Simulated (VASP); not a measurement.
Input of a VASP 6.6.1 run:

Contents of INCAR:

```
  PREC = Accurate
  ENCUT = 520
  EDIFF = 1E-6
  ISMEAR = -1
  SIGMA = 0.02
  LREAL = False
  LASPH = True
  NELM = 80
  ALGO = Normal
  ISIF = 2
  LWAVE = False
  LCHARG = False
  GGA = PE
  NBANDS = 27
```

KPOINTS

```
Automatic mesh
0
Gamma
  6 6 6
```

The input POSCAR:

```
KTaO3
1.0
    3.9901311030      0.0000000000      0.0000000000
    0.0000000000      3.9901311030      0.0000000000
    0.0000000000      0.0000000000      3.8704271699
K Ta O
1 1 3
Direct
    0.0000000000      0.0000000000      0.0000000000
    0.5000000000      0.5000000000      0.5000000000
    0.5000000000      0.5000000000      0.0000000000
    0.5000000000      0.0000000000      0.5000000000
    0.0000000000      0.5000000000      0.5000000000
```

Potentials or basis: VASP PAW PBE potentials, release 64 (K_sv, Ta_pv, O).

Run with:

```bash
$ cat potpaw_PBE.64/K_sv/POTCAR potpaw_PBE.64/Ta_pv/POTCAR potpaw_PBE.64/O/POTCAR > POTCAR
$ mpirun -np 1 vasp_std > vasp.out
```

Problem. Predict the pressure.

Solution. 13.2 GPa.

Problem. Predict the band gap on the k mesh.

Solution. 2.18 eV (least direct gap 2.78 eV).

Stress tensor (GPa, compression positive):
```
 8.58  0.00  0.00
 0.00  8.58  0.00
 0.00  0.00 22.34
```

Caveat: the cell differs from its parent crystal (uniaxial z strain -3.0%); the cell stands under pressure; spin-orbit coupling is left out, which moves the levels of the heavy elements. A k mesh can miss the band edges.
